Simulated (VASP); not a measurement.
A run of VASP 6.6.1:

Contents of INCAR:

```
PREC = Accurate
ENCUT = 520
EDIFF = 1E-6
ISMEAR = -1
SIGMA = 0.1
LREAL = F
LASPH = T
NELM = 100
ALGO = Normal
ISIF = 2
LWAVE = F
LCHARG = T
GGA = PE
LELF = T
LVHAR = T
NBANDS = 20
```

KPOINTS

```
regular mesh
0
Gamma
  7 7 4
```

The input POSCAR:

```
Tl
1.0
    3.4560000000      0.0000000000      0.0000000000
   -1.7280000000      2.9929837955      0.0000000000
    0.0000000000      0.0000000000      5.5250000000
Tl
2
Direct
    0.3333333333      0.6666666667      0.2500000000
    0.6666666667      0.3333333333      0.7500000000
```

Potentials or basis: VASP PAW PBE potentials, release 64 (Tl_d).

Command:

```console
$ cat potpaw_PBE.64/Tl_d/POTCAR > POTCAR
$ mpirun -np 1 vasp_std > vasp.out
```

Hardware: 1 thread of Intel(R) Xeon(R) 6975P-C (Granite Rapids) (shared host).

**Question.** Estimate the wall time of this run.

**Answer.** It took 9.8 s on 1 thread of Intel(R) Xeon(R) 6975P-C (Granite Rapids) (shared host), peak memory 0.17 GiB. Counts: scf iterations 11, k points 24.
